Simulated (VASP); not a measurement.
# MgBe2SeO2 (I4/mmm) in VASP: notebook, part 3 of 3

VASP 6.6.1. The steps go on from the part before.

### 6 Relaxation of cell and atoms, PBE

This run uses another cell than the first one, of 11.70 Å³/atom.

Input file INCAR:

```
PREC = Accurate
ENCUT = 600
EDIFF = 1E-7
ISMEAR = 0
SIGMA = 0.02
LREAL = F
LASPH = T
NELM = 60
ALGO = Normal
ISIF = 3
LWAVE = F
LCHARG = F
GGA = PE
IBRION = 2
NSW = 100
EDIFFG = -0.01
```

Input file KPOINTS:

```
regular mesh
0
Gamma
  10 10 10
```

Input file POSCAR:

```
MgBe2SeO2
1.0
   -1.7184341902      1.7184341902      5.9430773787
    1.7184341902     -1.7184341902      5.9430773787
    1.7184341902      1.7184341902     -5.9430773787
Mg Be Se O
1 2 1 2
Direct
    0.0000000000      0.0000000000      0.0000000000
    0.7500000000      0.2500000000      0.5000000000
    0.2500000000      0.7500000000      0.5000000000
    0.5000000000      0.5000000000      0.0000000000
    0.2123762217      0.2123762217      0.0000000000
    0.7876237783      0.7876237783      0.0000000000
```

Potentials or basis: VASP PAW PBE potentials, release 64 (Mg, Be, Se, O).

Launch:

```bash
cat potpaw_PBE.64/Mg/POTCAR potpaw_PBE.64/Be/POTCAR potpaw_PBE.64/Se/POTCAR potpaw_PBE.64/O/POTCAR > POTCAR
mpirun -np 1 vasp_std > vasp.out
```

OUTCAR:

```text
PREC = Accurate
   ENCUT = 600
   EDIFF = 1E-7
   ISMEAR = 0
   LREAL = F
   LASPH = T
   NELM = 60
   ISIF = 3
   GGA = PE
   IBRION = 2
   NSW = 100
   EDIFFG = -0.01

 ion  position               nearest neighbor table
   1  0.000  0.000  0.000-   4 2.43   4 2.43   4 2.43   4 2.43   6 2.52   5 2.52
   2  0.750  0.250  0.500-   6 1.78   5 1.78   6 1.78   5 1.78
   3  0.250  0.750  0.500-   6 1.78   5 1.78   6 1.78   5 1.78
   4  0.500  0.500  0.000-   1 2.43   1 2.43   1 2.43   1 2.43
   5  0.212  0.212  0.000-   2 1.78   3 1.78   2 1.78   3 1.78   1 2.52
   6  0.788  0.788  0.000-   2 1.78   3 1.78   2 1.78   3 1.78   1 2.52

  LATTYP: Found a body centered tetragonal cell.
 ALAT       =     3.4368683804
 C/A-ratio  =     3.4584259395

  Lattice vectors:

 A1 = (  -1.7184341902,   1.7184341902,   5.9430773787)
 A2 = (   1.7184341902,  -1.7184341902,   5.9430773787)
 A3 = (   1.7184341902,   1.7184341902,  -5.9430773787)

Analysis of symmetry for initial positions (statically):
=====================================================================
 Subroutine PRICEL returns:
 Original cell was already a primitive cell.

 Routine SETGRP: Setting up the symmetry group for a
 body centered tetragonal supercell.

 Subroutine GETGRP returns: Found 16 space group operations
 (whereof 16 operations were pure point group operations)
 out of a pool of 16 trial point group operations.

The static configuration has the point symmetry D_4h.

Analysis of symmetry for dynamics (positions and initial velocities):
=====================================================================
 Subroutine PRICEL returns:
 Original cell was already a primitive cell.

 Routine SETGRP: Setting up the symmetry group for a
[... 189 lines left out ...]
      1.71843      0.00000      2.97154         0.000000      0.000000     -0.000000
      0.00000      0.00000      5.94308         0.000000      0.000000     -0.000000
      0.00000      0.00000      2.52434        -0.000000     -0.000000     -0.010055
      0.00000      0.00000      9.36182         0.000000      0.000000      0.010055
 -----------------------------------------------------------------------------------
    total drift:                                0.000000     -0.000000     -0.000000

  FREE ENERGIE OF THE ION-ELECTRON SYSTEM (eV)
  ---------------------------------------------------
  free  energy   TOTEN  =       -32.9506858429 eV

  energy  without entropy=      -32.9506858429  energy(sigma->0) =      -32.95068584

--------------------------------------- Ionic step        2  -------------------------------------------

 number of electron      24.0000001 magnetization

 Free energy of the ion-electron system (eV)
  ---------------------------------------------------
  ext. energy  EPLUGINS =         0.00000000
  ---------------------------------------------------
  free energy    TOTEN  =       -32.95070524 eV

  energy without entropy =      -32.95070524  energy(sigma->0) =      -32.95070524

 E-fermi :   4.5303     XC(G=0): -10.0908

 val. band max:        4.3803309729   @ k =  -0.1000   0.4000   0.1000
 cond. band min:       7.2640318481   @ k =   0.0000   0.0000   0.0000
 fundamental gap:      2.8837008752
 Fermi energy:         4.5302772628

 k-point     1 :       0.0000    0.0000    0.0000
  band No.  band energies     occupation
      1     -15.7644      2.00000
      2     -13.6729      2.00000
      3      -8.5327      2.00000
      4      -2.8077      2.00000
      5      -2.8077      2.00000
      6      -1.5368      2.00000
[... 433 lines left out ...]
      3      -7.2670      2.00000
      4      -3.0891      2.00000
      5      -2.5530      2.00000
      6      -1.1677      2.00000
[... 8 lines left out ...]
     15       9.6263      0.00000
     16      10.4699      0.00000

 [... further k-points ...]
[... 5 lines left out ...]
  --------------------------------------------------------------------------------------
  -------------------------------------------------------------------------------------
  Total       -0.0201025     -0.0201025     -0.0367916      0.0000000      0.0000000      0.0000000
  in kB       -0.4586065     -0.4586065     -0.8393388      0.0000000      0.0000000      0.0000000
  external PRESSURE =      -0.5855173 kB  Pullay stress =       0.0000000 kB

 VOLUME and BASIS-vectors are now :
 -----------------------------------------------------------------------------
  energy-cutoff  :      600.00
  volume of cell :       70.23
      direct lattice vectors                 reciprocal lattice vectors
    -1.718987133  1.718987133  5.941774641     0.000000000  0.290868960  0.084149943
     1.718987133 -1.718987133  5.941774641     0.290868960  0.000000000  0.084149943
     1.718987133  1.718987133 -5.941774641     0.290868960  0.290868960  0.000000000

 POSITION                                       TOTAL-FORCE (eV/Angst)
 -----------------------------------------------------------------------------------
      0.00000      0.00000     -0.00000         0.000000      0.000000     -0.000000
      0.00000      1.71899      2.97089         0.000000      0.000000     -0.000000
      1.71899      0.00000      2.97089         0.000000      0.000000     -0.000000
      0.00000      0.00000      5.94177         0.000000      0.000000     -0.000000
      1.71899      1.71899     -3.41848        -0.000000     -0.000000     -0.004921
      0.00000      0.00000      9.36025        -0.000000     -0.000000      0.004921
 -----------------------------------------------------------------------------------
    total drift:                               -0.000000     -0.000000      0.000000

  FREE ENERGIE OF THE ION-ELECTRON SYSTEM (eV)
  ---------------------------------------------------
  free  energy   TOTEN  =       -32.9507052402 eV

  energy  without entropy=      -32.9507052402  energy(sigma->0) =      -32.95070524

 reached required accuracy - stopping structural energy minimisation
```

CONTCAR:

```text
MgBe2SeO2
   1.00000000000000
    -1.7189871332053981    1.7189871332053981    5.9417746410377257
     1.7189871332053981   -1.7189871332053981    5.9417746410377257
     1.7189871332053981    1.7189871332053981   -5.9417746410377257
  Mg              Be              Se              O
     1     2     1     2
Direct
     0.0000000000000000    0.0000000000000000    0.0000000000000000
     0.7500000000000000    0.2500000000000000    0.5000000000000000
     0.2500000000000000    0.7500000000000000    0.5000000000000000
     0.5000000000000000    0.5000000000000000    0.0000000000000000
     0.2123354109193336    0.2123354109193336    1.0000000000000000
     0.7876645890806664    0.7876645890806664    0.0000000000000000

  0.00000000E+00  0.00000000E+00  0.00000000E+00
  0.00000000E+00  0.00000000E+00  0.00000000E+00
  0.00000000E+00  0.00000000E+00  0.00000000E+00
  0.00000000E+00  0.00000000E+00  0.00000000E+00
  0.00000000E+00  0.00000000E+00  0.00000000E+00
  0.00000000E+00  0.00000000E+00  0.00000000E+00
```

Wall time 12 min (1 thread of Intel Xeon Platinum 8488C (Sapphire Rapids), shared host); peak memory 0.54 GiB.

What came out:

- Free energy: -32.9507 eV
- Relaxed volume: 11.70 Å³/atom
- Relaxed cell: a = 6.420 Å, b = 6.420 Å, c = 6.420 Å, α = 148.94°, β = 148.94°, γ = 44.50°
- Space group after relaxing (to 0.1 Å): I4/mmm (No. 139)
- Energy gained by relaxing: 0.0 meV/atom
- Ionic steps: 2
- Pressure after relaxing: -0.1 GPa
- Largest force after relaxing: 0.005 eV/Å
- Band gap on the k mesh: 2.88 eV (least direct gap 3.38 eV)

Forces in eV/Å, atoms in the order of the input:
```
Mg   0.000  0.000  0.000
Be   0.000  0.000  0.000
Be   0.000  0.000  0.000
Se   0.000  0.000  0.000
O    0.000  0.000 -0.005
O    0.000  0.000  0.005
```

Final structure:
```yaml
crystal:
  lattice:
    - [-1.71899, 1.71899, 5.94177]
    - [1.71899, -1.71899, 5.94177]
    - [1.71899, 1.71899, -5.94177]
  atoms:
    - { symbol: Mg, position: [0.00000, 0.00000, 0.00000] }
    - { symbol: Be, position: [0.75000, 0.25000, 0.50000] }
    - { symbol: Be, position: [0.25000, 0.75000, 0.50000] }
    - { symbol: Se, position: [0.50000, 0.50000, 0.00000] }
    - { symbol: O, position: [0.21234, 0.21234, 0.00000] }
    - { symbol: O, position: [0.78766, 0.78766, 0.00000] }
```

A k mesh can miss the band edges.

### 7 Overview

```tsv
task	cell	k mesh	cutoff (eV)	smearing	gap on the mesh (eV)	pressure (GPa)	relaxed volume (Å³/atom)	largest force (eV/Å)
single point	a = 5.820 Å, angles 143.8, 143.8, 52.2°, 6 atoms, atomic positions A	6 × 6 × 6	520	gaussian 0.1 eV	none	53.2	-	22.76
single point	a = 6.421 Å, angles 149.0, 149.0, 44.5°, 6 atoms, atomic positions B	6 × 6 × 6	520	gaussian 0.1 eV	2.88	0.2	-	0.01
relaxation of cell and atoms	relaxed from a = 5.820 Å, angles 143.8, 143.8, 52.2°, 6 atoms, atomic positions A	6 × 6 × 6	600	gaussian 0.1 eV	2.84	0.1	11.75	0.03
single point	a = 6.452 Å, angles 149.1, 149.1, 44.2°, 6 atoms, atomic positions C	10 × 10 × 10	520	gaussian 0.02 eV	2.86	0.1	-	0.01
relaxation of cell and atoms	relaxed from a = 6.421 Å, angles 149.0, 149.0, 44.5°, 6 atoms, atomic positions B	10 × 10 × 10	600	gaussian 0.02 eV	2.88	-0.1	11.70	-
```

Alike in all rows: level PBE; potentials or basis VASP PAW PBE potentials, release 64 (Mg, Be, Se, O); no spin polarisation.

Caveats: the stress differs along the axes, from 2 to 156 GPa (at least some runs); forces of over 1 eV/Å act on the atoms, so gaps and moduli don't describe the material at rest (at least some runs).

Total energies depend on the potentials used, so only differences within one code and one set of settings carry meaning.

The gap in the log of VASP goes by the Fermi energy; the results here count the filled bands.